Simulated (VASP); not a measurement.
# Ag (P6/mmm) in VASP: a series of runs, part 2 of 3

VASP 6.6.1. Earlier steps stand in the parts before.

### 3 Single point, PBEsol (volume scaled by 1.08)

Input file INCAR:

```
SYSTEM = Ag
ALGO = Normal
EDIFF = 1E-6
ENCUT = 520
GGA = PS
ISIF = 2
ISMEAR = -1
LASPH = .True.
LCHARG = .True.
LELF = .True.
LREAL = .False.
LVHAR = .True.
LWAVE = .False.
NBANDS = 24
NELM = 60
PREC = Accurate
SIGMA = 0.1
```

Input file KPOINTS:

```
k-points
0
Gamma
  9 9 13
  0 0 0
```

Input file POSCAR:

```
Ag
1.0
    4.7363987546      0.0000000000      0.0000000000
   -2.3681993773      4.1018416439      0.0000000000
    0.0000000000      0.0000000000      2.8378813161
Ag
3
Direct
    0.0000000000      1.0000000000      0.0000000000
    0.3333333333      0.6666666667      0.5000000000
    0.6666666667      0.3333333333      0.5000000000
```

Potentials or basis: VASP PAW PBE potentials, release 64 (Ag).

On the command line:

```sh
$ cat potpaw_PBE.64/Ag/POTCAR > POTCAR
$ mpirun -np 1 vasp_std > vasp.out
```

OUTCAR:

```text
SYSTEM = Ag
   EDIFF = 1E-6
   ENCUT = 520
   GGA = PS
   ISIF = 2
   ISMEAR = -1
   LASPH = .True.
   LREAL = .False.
   NELM = 60
   PREC = Accurate

 ion  position               nearest neighbor table
   1  0.000  0.000  0.000-   2 3.08   3 3.08   2 3.08   3 3.08   2 3.08   2 3.08   3 3.08   3 3.08
                             3 3.08   3 3.08   2 3.08   2 3.08
   2  0.333  0.667  0.500-   3 2.73   3 2.73   3 2.73   1 3.08   1 3.08   1 3.08   1 3.08   1 3.08
                             1 3.08
   3  0.667  0.333  0.500-   2 2.73   2 2.73   2 2.73   1 3.08   1 3.08   1 3.08   1 3.08   1 3.08
                             1 3.08

  LATTYP: Found a hexagonal cell.
 ALAT       =     4.7363987546
 C/A-ratio  =     0.5991643574

  Lattice vectors:

 A1 = (   4.7363987546,   0.0000000000,   0.0000000000)
 A2 = (  -2.3681993773,   4.1018416439,   0.0000000000)
 A3 = (   0.0000000000,   0.0000000000,   2.8378813161)

Analysis of symmetry for initial positions (statically):
=====================================================================
 Subroutine PRICEL returns:
 Original cell was already a primitive cell.

 Routine SETGRP: Setting up the symmetry group for a
 hexagonal supercell.

 Subroutine GETGRP returns: Found 24 space group operations
 (whereof 24 operations were pure point group operations)
 out of a pool of 24 trial point group operations.

The static configuration has the point symmetry D_6h.

Analysis of symmetry for dynamics (positions and initial velocities):
=====================================================================
 Subroutine PRICEL returns:
 Original cell was already a primitive cell.

 Routine SETGRP: Setting up the symmetry group for a
 hexagonal supercell.

 Subroutine GETGRP returns: Found 24 space group operations
 (whereof 24 operations were pure point group operations)
 out of a pool of 24 trial point group operations.

The dynamic configuration has the point symmetry D_6h.

 Subroutine INISYM returns: Found 24 space group operations
 (whereof 24 operations are pure point group operations),
 and found     1 'primitive' translations

----------------------------------------------------------------------------------------

                                     Primitive cell

  volume of cell :      55.1342

  direct lattice vectors                    reciprocal lattice vectors
     4.736398755  0.000000000  0.000000000     0.211130872  0.121896466  0.000000000
    -2.368199377  4.101841644  0.000000000     0.000000000  0.243792932  0.000000000
     0.000000000  0.000000000  2.837881316     0.000000000  0.000000000  0.352375554

  length of vectors
     4.736398755  4.736398755  2.837881316     0.243792932  0.243792932  0.352375554

  position of ions in fractional coordinates (direct lattice)
     0.000000000  0.000000000  0.000000000
     0.333333333  0.666666667  0.500000000
     0.666666667  0.333333333  0.500000000

  ion indices of the primitive-cell ions
   primitive index   ion index
                 1           1
                 2           2
                 3           3

----------------------------------------------------------------------------------------

 KPOINTS: k-points

Automatic generation of k-mesh.
 Grid dimensions read from file:
 generate k-points for:    9    9   13

 Generating k-lattice:

  Cartesian coordinates                     Fractional coordinates (reciprocal lattice)
     0.023458986  0.013544052  0.000000000     0.111111111  0.000000000  0.000000000
     0.000000000  0.027088104  0.000000000     0.000000000  0.111111111  0.000000000
     0.000000000  0.000000000  0.027105812     0.000000000  0.000000000  0.076923077

  Length of vectors
     0.027088104  0.027088104  0.027105812

  Shift w.r.t. Gamma in fractional coordinates (k-lattice)
     0.000000000  0.000000000  0.000000000

 Subroutine IBZKPT returns following result:
 ===========================================

 Found     84 irreducible k-points:

 Following reciprocal coordinates:
            Coordinates               Weight
  0.000000  0.000000  0.000000      1.000000
  0.111111 -0.000000  0.000000      6.000000
  0.222222 -0.000000  0.000000      6.000000
  0.333333 -0.000000  0.000000      6.000000
  0.444444 -0.000000  0.000000      6.000000
  0.111111  0.111111  0.000000      6.000000
[... 16 lines left out ...]
  0.333333  0.222222  0.076923     24.000000
  0.333333  0.333333  0.076923      4.000000
 [... further k-points ...]
   k-points           NKPTS =     84   k-points in BZ     NKDIM =     84   number of bands    NBANDS=     24
   number of dos      NEDOS =    301   number of ions     NIONS =      3
   total plane-waves  NPLWV =  31104
   dimension x,y,z NGX =    36 NGY =   36 NGZ =   24
   dimension x,y,z NGXF=    72 NGYF=   72 NGZF=   48
   ions per type =               3
   NGX,Y,Z   is equivalent  to a cutoff of  12.64, 12.64, 14.06 a.u.
   NGXF,Y,Z  is equivalent  to a cutoff of  25.27, 25.27, 28.12 a.u.
 SYSTEM =  Ag
   PREC   = accura    normal or accurate (medium, high low for compatibility)
   ISTART =      0    job   : 0-new  1-cont  2-samecut
   ICHARG =      2    charge: 1-file 2-atom 10-const
   ISPIN  =      1    spin polarized calculation?
   LNONCOLLINEAR =      F non collinear calculations
   LSORBIT =      F    spin-orbit coupling
   LASPH  =      T    aspherical Exc in radial PAW
   ENCUT  =  520.0 eV  38.22 Ry    6.18 a.u.   8.81  8.81  5.28*2*pi/ulx,y,z
   NELM   =     60;   NELMIN=  2; NELMDL= -5     # of ELM steps
   EDIFF  = 0.1E-05   stopping-criterion for ELM
   LREAL  =      F    real-space projection
   EDIFFG = 0.1E-04   stopping-criterion for IOM
   NSW    =      0    number of steps for IOM
   IBRION =     -1    ionic relax: 0-MD 1-quasi-New 2-CG
   NFREE  =      0    steps in history (QN), initial steepest desc. (CG)
   ISIF   =      2    stress and relaxation
   ISYM   =      2    0-nonsym 1-usesym 2-fastsym
   POTIM  = 0.5000    time-step for ionic-motion
   TEBEG  =    0.0;   TEEND  =   0.0 temperature during run
   PSTRESS=    0.0 pullay stress
   NELECT =      33.0000    total number of electrons
   NUPDOWN=      -1.0000    fix difference up-down
   EMIN   =  10.00;   EMAX   =-10.00  energy-range for DOS
   EFERMI =   0.00;   METHOD = LEGACY
   ISMEAR =    -1;   SIGMA  =   0.10  broadening in eV -4-tet -1-fermi 0-gaus
   EFERMI_NEDOS =   21; number of points for ismear=-14 and -15
   IALGO  =     38    algorithm
   IMIX   =      4    mixing-type and parameters
     AMIX     =   0.40;   BMIX     =  1.00
     AMIX_MAG =   1.60;   BMIX_MAG =  1.00
  volume/ion in A,a.u.               =      18.38       124.02
  Fermi-wavevector in a.u.,A,eV,Ry     =   1.379661  2.607181 25.898202  1.903464
  Thomas-Fermi vector in A             =   2.504610
   LORBIT       =      0    0 simple, 1 ext, 2 COOP (PROOUT), +10 PAW based schemes
   GGA     = PS    functional components
   LHFCALC =     F    Hartree Fock is set to
   AEXX    =    0.0000 exact exchange contribution
   IVDW    =     0    specifies the selected vdW correction
   LEPSILON=     F    determine dielectric tensor
   LRPA    =     F    only Hartree local field effects (RPA)
 non-spin polarized calculation
  energy-cutoff  :      520.00
  volume of cell :       55.13
 maximum number of plane-waves:      1504
 NGX is ok and might be reduce to    36
   NGX = 17   NGY = 17   NGZ = 11

 number of electron      32.9999993 magnetization

 Free energy of the ion-electron system (eV)
  ---------------------------------------------------
  ext. energy  EPLUGINS =         0.00000000
  ---------------------------------------------------
  free energy    TOTEN  =        -9.61470472 eV

  energy without entropy =       -9.58606956  energy(sigma->0) =       -9.60038714

 E-fermi :   7.2277     XC(G=0): -11.9614

 val. band max:        7.2214636598   @ k =   0.2222   0.2222   0.4615
 cond. band min:       7.2279393262   @ k =   0.3333   0.3333   0.3846
 fundamental gap:      0.0064756664
 Fermi energy:         7.2277415347

 k-point     1 :       0.0000    0.0000    0.0000
  band No.  band energies     occupation
      1      -0.0579      2.00000
      2       1.3074      2.00000
      3       2.2883      2.00000
      4       2.4560      2.00000
      5       2.5286      2.00000
      6       2.5286      2.00000
[... 16 lines left out ...]
     23      19.0060      0.00000
     24      24.5735      0.00000
[... 598 lines left out ...]
      2       1.6586      2.00000
      3       1.6586      2.00000
      4       2.0406      2.00000
      5       2.0406      2.00000
      6       2.2978      2.00000
[... 16 lines left out ...]
     23      21.4970      0.00000
     24      21.7008      0.00000

 [... further k-points ...]
[... 5 lines left out ...]
  --------------------------------------------------------------------------------------
  -------------------------------------------------------------------------------------
  Total       -2.4129898     -2.4129898     -2.4701906      0.0000000      0.0000000      0.0000000
  in kB      -70.1204488    -70.1204488    -71.7826799      0.0000000      0.0000000      0.0000000
  external PRESSURE =     -70.6745258 kB  Pullay stress =       0.0000000 kB

 VOLUME and BASIS-vectors are now :
 -----------------------------------------------------------------------------
  energy-cutoff  :      520.00
  volume of cell :       55.13
      direct lattice vectors                 reciprocal lattice vectors
     4.736398755  0.000000000  0.000000000     0.211130872  0.121896466  0.000000000
    -2.368199377  4.101841644  0.000000000     0.000000000  0.243792932  0.000000000
     0.000000000  0.000000000  2.837881316     0.000000000  0.000000000  0.352375554

 POSITION                                       TOTAL-FORCE (eV/Angst)
 -----------------------------------------------------------------------------------
      0.00000      0.00000      0.00000        -0.000000      0.000000     -0.000000
     -0.00000      2.73456      1.41894        -0.000000     -0.000000      0.000000
      2.36820      1.36728      1.41894         0.000000      0.000000     -0.000000
 -----------------------------------------------------------------------------------
    total drift:                                0.000000      0.000000     -0.000000

  FREE ENERGIE OF THE ION-ELECTRON SYSTEM (eV)
  ---------------------------------------------------
  free  energy   TOTEN  =        -9.6147047240 eV

  energy  without entropy=       -9.5860695626  energy(sigma->0) =       -9.60038714
```

stdout:

```text
POSCAR found type information on POSCAR Ag
 POSCAR found :  1 types and       3 ions
 scaLAPACK will be used
 -----------------------------------------------------------------------------
|                                                                             |
|                                                                             |
|     You enforced a specific xc type in the INCAR file but a different       |
|     I HOPE YOU KNOW WHAT YOU ARE DOING!                                     |
|                                                                             |
 -----------------------------------------------------------------------------

 LDA part: xc-table for (Slater+PW92), standard interpolation
 POSCAR, INCAR and KPOINTS ok, starting setup
 FFT: planning ... GRIDC
 FFT: planning ... GRID_SOFT
 FFT: planning ... GRID
 WAVECAR not read
 entering main loop
```

It took 3.7 min on 1 thread of AMD EPYC 7R13, shared host; peak memory 0.2 GiB.

What came out:

```
Free energy : -9.6147 eV
Pressure    : -7.1 GPa
```

Levels at points of the mesh, in eV from the Fermi level:
```
           k point  band 12  band 13  band 14  band 15  band 16  band 17  band 18  band 19  band 20  band 21
(0.00, 0.00, 0.00)    -3.79    -3.74    -3.74    -2.81    -2.81     4.40     4.40     4.40     4.40     4.63
```

Caveat: the PAW data sets were made with another functional, which shifts forces and pressure a little.

[end of part 2 of 3]
